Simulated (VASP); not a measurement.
A run of VASP 6.6.1 is set up as follows.

INCAR

```
PREC = Accurate
ENCUT = 520
EDIFF = 1E-6
ISMEAR = 0
SIGMA = 0.05
LREAL = F
LASPH = T
NELM = 60
ALGO = Normal
ISIF = 2
LWAVE = F
LCHARG = F
GGA = PS
NBANDS = 22
```

Contents of KPOINTS:

```
regular mesh
0
Gamma
  4 4 2
```

The input POSCAR:

```
F
1.0
    3.1849756493     -1.8305146634     -0.2456527984
    3.1849756493      1.8305146634     -0.2456527984
   -2.3948583866      0.0000000000      7.3307098205
F
4
Direct
    0.0848459664      0.0848459664      0.1139841296
    0.9151540336      0.9151540336      0.8860158704
    0.5015719855      0.5015719855      0.5937195244
    0.4984280145      0.4984280145      0.4062804756
```

Potentials or basis: VASP PAW PBE potentials, release 64 (F).

The run is started by

```console
$ cat potpaw_PBE.64/F/POTCAR > POTCAR
$ mpirun -np 1 vasp_std > vasp.out
```

Problem. What does it give for the pressure?

Solution. -6.1 GPa.

Problem. What does it give for the band gap on the k mesh?

Solution. 1.02 eV, indirect (least direct gap 1.06 eV).

Forces on the atoms (eV/Å):
```
F   -1.228  0.000 -3.857
F    1.228  0.000  3.857
F    0.363  0.000 -0.879
F   -0.363  0.000  0.879
```

Caveat: the k points lie up to 0.50 Å⁻¹ apart; the PAW data sets were made with another functional, which shifts forces and pressure a little. A k mesh can miss the band edges.
